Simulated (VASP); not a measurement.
**SrTa3: single point with PBE**

SrTa3:

```xyz
4
Lattice="4.4285 0.0000 0.0000 0.0000 4.4285 0.0000 0.0000 0.0000 4.4285" Properties=species:S:1:pos:R:3 pbc="T T T"
Sr    0.0000    0.0000    0.0000
Ta    0.0000    2.2143    2.2143
Ta    2.2143    0.0000    2.2143
Ta    2.2143    2.2143    0.0000
```

```
Program             : VASP 6.6.1
Task                : single point
Functional          : PBE
Potentials or basis : VASP PAW PBE potentials, release 64 (Sr_sv, Ta_pv)
Cutoff              : 520 eV
k mesh              : 10 × 10 × 10
Occupations         : gaussian, width 0.1 eV
Spin                : no spin polarisation
```

* Pressure: 0.2 GPa
* Band gap on the k mesh: zero (an odd number of electrons rules out a gap without spin polarisation)

Levels at points of the mesh, in eV from the Fermi level:
```tsv
k point	band 18	band 19	band 20	band 21	band 22	band 23	band 24	band 25
(0.00, 0.00, 0.00)	-2.49	-2.49	-2.49	0.96	0.96	0.96	3.08	3.08
(0.50, 0.00, 0.00)	-1.62	-0.58	-0.58	-0.57	-0.57	-0.50	0.62	1.05
(0.50, 0.50, 0.00)	-1.21	-0.65	-0.65	-0.46	-0.46	-0.15	-0.13	0.57
(0.50, 0.50, 0.50)	0.01	0.01	0.01	0.16	0.82	0.82	0.82	1.51
```

It took 75 s on 1 thread of Intel(R) Xeon(R) 6975P-C (Granite Rapids), on a shared host, peak memory 0.28 GiB.

Caveat: spin-orbit coupling is left out, which moves the levels of the heavy elements.
